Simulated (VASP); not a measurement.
# NaI (Fm-3m) in VASP: notebook

The runs below take NaI through single point, with r2SCAN.

Everything below comes from runs of VASP 6.6.1. Logs are shortened: lines on timing, memory, paths and dates and some standing lists are left out, and cuts for length are marked.

**1. The cell of the first run**

It takes space group Fm-3m (No. 225, cubic). The conventional cell has a = 6.467 Å, b = 6.467 Å, c = 6.467 Å, α = 90.00°, β = 90.00°, γ = 90.00°. Within 4.3 Å of Na (site symmetry m-3m) lie 6 I at 3.23 Å. I (site symmetry m-3m) has 6 Na at 3.23 Å within 4.3 Å.

**2. Single point, r2SCAN**

Input file POSCAR:

```
NaI
1.0
    3.2333524064      3.2333524064      0.0000000000
   -3.2333524064      3.2333524064      0.0000000000
    0.0000000000      3.2333524064      3.2333524064
Na I
1 1
Direct
    0.0000000000      0.0000000000      0.0000000000
    0.5000000000      0.5000000000      0.0000000000
```

Input file INCAR.step1:

```
SYSTEM = NaI
ALGO     = Normal         ! electronic algorithm
EDIFF    = 1E-4           ! SCF threshold, eV
ENCUT    = 520            ! plane-wave cutoff, eV
GGA      = PE             ! functional
ISMEAR   = -1             ! smearing method
LASPH    = .TRUE.         ! aspherical terms in the spheres
LCHARG   = .FALSE.        ! write CHGCAR
LREAL    = .FALSE.        ! projectors in reciprocal space
LWAVE    = .TRUE.         ! write WAVECAR
NBANDS   = 14             ! bands
NELM     = 100            ! most SCF steps
PREC     = Accurate       ! precision mode
SIGMA    = 0.08           ! smearing width, eV
```

Input file INCAR.step2:

```
SYSTEM = NaI
ALGO     = Normal         ! electronic algorithm
EDIFF    = 1E-7           ! SCF threshold, eV
ENCUT    = 520            ! plane-wave cutoff, eV
ISIF     = 2              ! what is computed and relaxed
ISMEAR   = -1             ! smearing method
ISTART   = 1            
LASPH    = .TRUE.         ! aspherical terms in the spheres
LCHARG   = .FALSE.        ! write CHGCAR
LMIXTAU  = .TRUE.       
LREAL    = .FALSE.        ! projectors in reciprocal space
LWAVE    = .FALSE.        ! write WAVECAR
METAGGA  = R2SCAN         ! meta-GGA
NBANDS   = 14             ! bands
NELM     = 100            ! most SCF steps
PREC     = Accurate       ! precision mode
SIGMA    = 0.08           ! smearing width, eV
```

Input file KPOINTS:

```
k-points
0
G
  10 10 10
  0 0 0
```

Potentials or basis: VASP PAW PBE potentials, release 64 (Na_pv, I).

On the command line:

```sh
$ cat potpaw_PBE.64/Na_pv/POTCAR potpaw_PBE.64/I/POTCAR > POTCAR
$ cp INCAR.step1 INCAR
$ mpirun -np 1 vasp_std > vasp.out
$ cp INCAR.step2 INCAR
$ mpirun -np 1 vasp_std > vasp.out
```

OUTCAR:

```text
SYSTEM = NaI
   EDIFF = 1E-7
   ENCUT = 520
   ISIF = 2
   ISMEAR = -1
   ISTART = 1
   LASPH = .TRUE.
   LREAL = .FALSE.
   METAGGA = R2SCAN
   NELM = 100
   PREC = Accurate

 ion  position               nearest neighbor table
   1  0.000  0.000  0.000-
   2  0.500  0.500  0.000-

  LATTYP: Found a face centered cubic cell.
 ALAT       =     6.4667048128

  Lattice vectors:

 A1 = (   0.0000000000,   3.2333524064,   3.2333524064)
 A2 = (   3.2333524064,   0.0000000000,   3.2333524064)
 A3 = (   3.2333524064,   3.2333524064,   0.0000000000)

Analysis of symmetry for initial positions (statically):
=====================================================================
 Subroutine PRICEL returns:
 Original cell was already a primitive cell.

 Routine SETGRP: Setting up the symmetry group for a
 face centered cubic supercell.

 Subroutine GETGRP returns: Found 48 space group operations
 (whereof 48 operations were pure point group operations)
 out of a pool of 48 trial point group operations.

The static configuration has the point symmetry O_h .

Analysis of symmetry for dynamics (positions and initial velocities):
=====================================================================
 Subroutine PRICEL returns:
 Original cell was already a primitive cell.

 Routine SETGRP: Setting up the symmetry group for a
 face centered cubic supercell.

 Subroutine GETGRP returns: Found 48 space group operations
 (whereof 48 operations were pure point group operations)
 out of a pool of 48 trial point group operations.

The dynamic configuration has the point symmetry O_h .

 Subroutine INISYM returns: Found 48 space group operations
 (whereof 48 operations are pure point group operations),
 and found     1 'primitive' translations

----------------------------------------------------------------------------------------

                                     Primitive cell

  volume of cell :      67.6066

  direct lattice vectors                    reciprocal lattice vectors
     3.233352406  3.233352406  0.000000000     0.154638263  0.154638263 -0.154638263
    -3.233352406  3.233352406  0.000000000    -0.154638263  0.154638263 -0.154638263
     0.000000000  3.233352406  3.233352406     0.000000000  0.000000000  0.309276526

  length of vectors
     4.572650825  4.572650825  4.572650825     0.267841328  0.267841328  0.309276526

  position of ions in fractional coordinates (direct lattice)
     0.000000000  0.000000000  0.000000000
     0.500000000  0.500000000  0.000000000

  ion indices of the primitive-cell ions
   primitive index   ion index
                 1           1
                 2           2

----------------------------------------------------------------------------------------

 KPOINTS: k-points

Automatic generation of k-mesh.
 Grid dimensions read from file:
 generate k-points for:   10   10   10

 Generating k-lattice:

  Cartesian coordinates                     Fractional coordinates (reciprocal lattice)
     0.015463826  0.015463826 -0.015463826     0.100000000  0.000000000  0.000000000
    -0.015463826  0.015463826 -0.015463826     0.000000000  0.100000000  0.000000000
     0.000000000  0.000000000  0.030927653     0.000000000  0.000000000  0.100000000

  Length of vectors
     0.026784133  0.026784133  0.030927653

  Shift w.r.t. Gamma in fractional coordinates (k-lattice)
     0.000000000  0.000000000  0.000000000

 Subroutine IBZKPT returns following result:
 ===========================================

 Found     47 irreducible k-points:

 Following reciprocal coordinates:
            Coordinates               Weight
  0.000000  0.000000  0.000000      1.000000
  0.100000  0.000000  0.000000      8.000000
  0.200000  0.000000  0.000000      8.000000
  0.300000  0.000000  0.000000      8.000000
  0.400000  0.000000  0.000000      8.000000
  0.500000  0.000000  0.000000      4.000000
[... 16 lines left out ...]
  0.300000  0.300000  0.000000     12.000000
  0.400000  0.300000  0.000000     24.000000
 [... further k-points ...]
   k-points           NKPTS =     47   k-points in BZ     NKDIM =     47   number of bands    NBANDS=     14
   number of dos      NEDOS =    301   number of ions     NIONS =      2
   total plane-waves  NPLWV =  46656
   dimension x,y,z NGX =    36 NGY =   36 NGZ =   36
   dimension x,y,z NGXF=    72 NGYF=   72 NGZF=   72
   ions per type =               1   1
   NGX,Y,Z   is equivalent  to a cutoff of  13.09, 13.09, 13.09 a.u.
   NGXF,Y,Z  is equivalent  to a cutoff of  26.18, 26.18, 26.18 a.u.
 SYSTEM =  NaI
   PREC   = accura    normal or accurate (medium, high low for compatibility)
   ISTART =      1    job   : 0-new  1-cont  2-samecut
   ICHARG =      0    charge: 1-file 2-atom 10-const
   ISPIN  =      1    spin polarized calculation?
   LNONCOLLINEAR =      F non collinear calculations
   LSORBIT =      F    spin-orbit coupling
   LASPH  =      T    aspherical Exc in radial PAW
   ENCUT  =  520.0 eV  38.22 Ry    6.18 a.u.   8.50  8.50  8.50*2*pi/ulx,y,z
   NELM   =    100;   NELMIN=  2; NELMDL=  0     # of ELM steps
   EDIFF  = 0.1E-06   stopping-criterion for ELM
   LREAL  =      F    real-space projection
   EDIFFG = 0.1E-05   stopping-criterion for IOM
   NSW    =      0    number of steps for IOM
   IBRION =     -1    ionic relax: 0-MD 1-quasi-New 2-CG
   NFREE  =      0    steps in history (QN), initial steepest desc. (CG)
   ISIF   =      2    stress and relaxation
   ISYM   =      2    0-nonsym 1-usesym 2-fastsym
   POTIM  = 0.5000    time-step for ionic-motion
   TEBEG  =    0.0;   TEEND  =   0.0 temperature during run
   PSTRESS=    0.0 pullay stress
   NELECT =      14.0000    total number of electrons
   NUPDOWN=      -1.0000    fix difference up-down
   EMIN   =  10.00;   EMAX   =-10.00  energy-range for DOS
   EFERMI =   0.00;   METHOD = LEGACY
   ISMEAR =    -1;   SIGMA  =   0.08  broadening in eV -4-tet -1-fermi 0-gaus
   EFERMI_NEDOS =   21; number of points for ismear=-14 and -15
   IALGO  =     38    algorithm
   IMIX   =      4    mixing-type and parameters
     AMIX     =   0.40;   BMIX     =  1.00
     AMIX_MAG =   1.60;   BMIX_MAG =  1.00
  volume/ion in A,a.u.               =      33.80       228.12
  Fermi-wavevector in a.u.,A,eV,Ry     =   0.968548  1.830290 12.763424  0.938085
  Thomas-Fermi vector in A             =   2.098527
   LORBIT       =      0    0 simple, 1 ext, 2 COOP (PROOUT), +10 PAW based schemes
   METAGGA = R2SCAN    functional components
   LHFCALC =     F    Hartree Fock is set to
   AEXX    =    0.0000 exact exchange contribution
   IVDW    =     0    specifies the selected vdW correction
   LEPSILON=     F    determine dielectric tensor
   LRPA    =     F    only Hartree local field effects (RPA)
 non-spin polarized calculation
  energy-cutoff  :      520.00
  volume of cell :       67.61
 maximum number of plane-waves:      1849
 NGX is ok and might be reduce to    36
   NGX = 17   NGY = 17   NGZ = 17

 number of electron      13.9999994 magnetization

 Free energy of the ion-electron system (eV)
  ---------------------------------------------------
  ext. energy  EPLUGINS =         0.00000000
  ---------------------------------------------------
  free energy    TOTEN  =       -31.08569834 eV

  energy without entropy =      -31.08569834  energy(sigma->0) =      -31.08569834

 E-fermi :   2.2414     XC(G=0):  -8.0807

 val. band max:        0.4996907440   @ k =   0.0000   0.0000   0.0000
 cond. band min:       4.9472113070   @ k =   0.0000   0.0000   0.0000
 fundamental gap:      4.4475205629
 Fermi energy:         2.2414084593

 k-point     1 :       0.0000    0.0000    0.0000
  band No.  band energies     occupation
      1     -22.7482      2.00000
      2     -22.7481      2.00000
      3     -22.7480      2.00000
      4     -10.8534      2.00000
      5       0.4997      2.00000
      6       0.4997      2.00000
      7       0.4997      2.00000
      8       4.9472      0.00000
      9       8.9744      0.00000
     10       8.9744      0.00000
     11       8.9744      0.00000
     12      10.8308      0.00000
     13      10.8309      0.00000
     14      11.6184      0.00000

 k-point     2 :       0.1000    0.0000    0.0000
  band No.  band energies     occupation
      1     -22.7485      2.00000
      2     -22.7482      2.00000
      3     -22.7481      2.00000
      4     -10.8235      2.00000
      5       0.2017      2.00000
      6       0.4688      2.00000
      7       0.4688      2.00000
      8       5.2878      0.00000
      9       8.7102      0.00000
     10       9.0914      0.00000
     11       9.0914      0.00000
     12      10.5472      0.00000
     13      10.5472      0.00000
     14      12.1552      0.00000

 k-point     3 :       0.2000    0.0000    0.0000
  band No.  band energies     occupation
      1     -22.7498      2.00000
      2     -22.7483      2.00000
      3     -22.7481      2.00000
      4     -10.7433      2.00000
      5      -0.4403      2.00000
      6       0.3904      2.00000
      7       0.3905      2.00000
      8       5.9341      0.00000
      9       8.5096      0.00000
     10       9.1825      0.00000
     11       9.1826      0.00000
     12      10.4263      0.00000
     13      10.4263      0.00000
     14      12.0803      0.00000

 k-point     4 :       0.3000    0.0000    0.0000
  band No.  band energies     occupation
      1     -22.7514      2.00000
      2     -22.7484      2.00000
      3     -22.7482      2.00000
      4     -10.6397      2.00000
      5      -1.0830      2.00000
      6       0.2983      2.00000
      7       0.2983      2.00000
      8       6.2443      0.00000
      9       8.9227      0.00000
     10       8.9228      0.00000
     11       9.0122      0.00000
     12      11.1048      0.00000
     13      11.1048      0.00000
     14      11.6278      0.00000

 k-point     5 :       0.4000    0.0000    0.0000
  band No.  band energies     occupation
      1     -22.7527      2.00000
      2     -22.7485      2.00000
      3     -22.7483      2.00000
      4     -10.5518      2.00000
      5      -1.5342      2.00000
      6       0.2271      2.00000
      7       0.2271      2.00000
      8       6.2277      0.00000
      9       8.6661      0.00000
     10       8.6662      0.00000
     11       9.9147      0.00000
[... 276 lines left out ...]
 k-point    22 :      -0.2000    0.2000    0.0000
  band No.  band energies     occupation
      1     -22.7496      2.00000
      2     -22.7488      2.00000
      3     -22.7485      2.00000
      4     -10.7095      2.00000
      5      -0.4150      2.00000
      6       0.2053      2.00000
      7       0.2053      2.00000
      8       6.3184      0.00000
      9       7.6911      0.00000
     10       8.9348      0.00000
     11       9.9181      0.00000
     12       9.9182      0.00000
     13      11.2885      0.00000
     14      13.9246      0.00000

 k-point    23 :       0.3000    0.3000    0.0000
  band No.  band energies     occupation
      1     -22.7515      2.00000
      2     -22.7504      2.00000
      3     -22.7488      2.00000
      4     -10.4709      2.00000
      5      -1.1787      2.00000
      6      -0.7908      2.00000
      7       0.0646      2.00000
      8       7.0277      0.00000
      9       8.3860      0.00000
     10       8.9181      0.00000
     11       9.6132      0.00000
     12      11.3984      0.00000
     13      11.7656      0.00000
     14      14.9610      0.00000

 k-point    24 :       0.4000    0.3000    0.0000
  band No.  band energies     occupation
      1     -22.7516      2.00000
      2     -22.7504      2.00000
      3     -22.7491      2.00000
      4     -10.4461      2.00000
      5      -1.2169      2.00000
      6      -0.7996      2.00000
      7      -0.0522      2.00000
      8       6.6348      0.00000
      9       8.1031      0.00000
     10       9.4214      0.00000
     11       9.9908      0.00000
     12      11.4768      0.00000
     13      12.4270      0.00000
     14      14.8477      0.00000

 [... further k-points ...]
[... 5 lines left out ...]
  --------------------------------------------------------------------------------------
  -------------------------------------------------------------------------------------
  Total       -0.0573386     -0.0573386     -0.0573386      0.0000000     -0.0000000      0.0000000
  in kB       -1.3588397     -1.3588397     -1.3588397      0.0000000     -0.0000000      0.0000000
  external PRESSURE =      -1.3588397 kB  Pullay stress =       0.0000000 kB

 VOLUME and BASIS-vectors are now :
 -----------------------------------------------------------------------------
  energy-cutoff  :      520.00
  volume of cell :       67.61
      direct lattice vectors                 reciprocal lattice vectors
     3.233352406  3.233352406  0.000000000     0.154638263  0.154638263 -0.154638263
    -3.233352406  3.233352406  0.000000000    -0.154638263  0.154638263 -0.154638263
     0.000000000  3.233352406  3.233352406     0.000000000  0.000000000  0.309276526

 POSITION                                       TOTAL-FORCE (eV/Angst)
 -----------------------------------------------------------------------------------
      0.00000      0.00000      0.00000         0.000000      0.000000      0.000000
      0.00000      3.23335      0.00000        -0.000000     -0.000000      0.000000
 -----------------------------------------------------------------------------------
    total drift:                               -0.000000      0.000000     -0.000000

  FREE ENERGIE OF THE ION-ELECTRON SYSTEM (eV)
  ---------------------------------------------------
  free  energy   TOTEN  =       -31.0856983367 eV

  energy  without entropy=      -31.0856983367  energy(sigma->0) =      -31.08569834
```

Wall time 2.4 min (1 thread of Intel Xeon Platinum 8375C at 2.90GHz (Ice Lake), shared host); peak memory 0.23 GiB.

Results:

```yaml
Free_energy: -31.0857 eV
Pressure: -0.1 GPa
Band_gap_on_the_k_mesh: 4.45 eV, direct
```

Levels at points of the mesh, in eV from the valence-band top:
```tsv
k point	band 4	band 5	band 6	band 7	band 8	band 9	band 10	band 11
(0.00, 0.00, 0.00)	-11.35	0.00	0.00	0.00	4.45	8.47	8.47	8.47
(0.50, 0.00, 0.00)	-11.02	-2.20	-0.30	-0.30	5.69	8.07	8.07	9.80
(0.50, 0.50, 0.00)	-10.93	-1.94	-0.76	-0.76	5.23	6.02	10.75	12.18
```

Caveat: the PAW data sets were made with another functional, which shifts forces and pressure a little; spin-orbit coupling is left out, which moves the levels of the heavy elements.

(Part 1 of 2 ends here.)
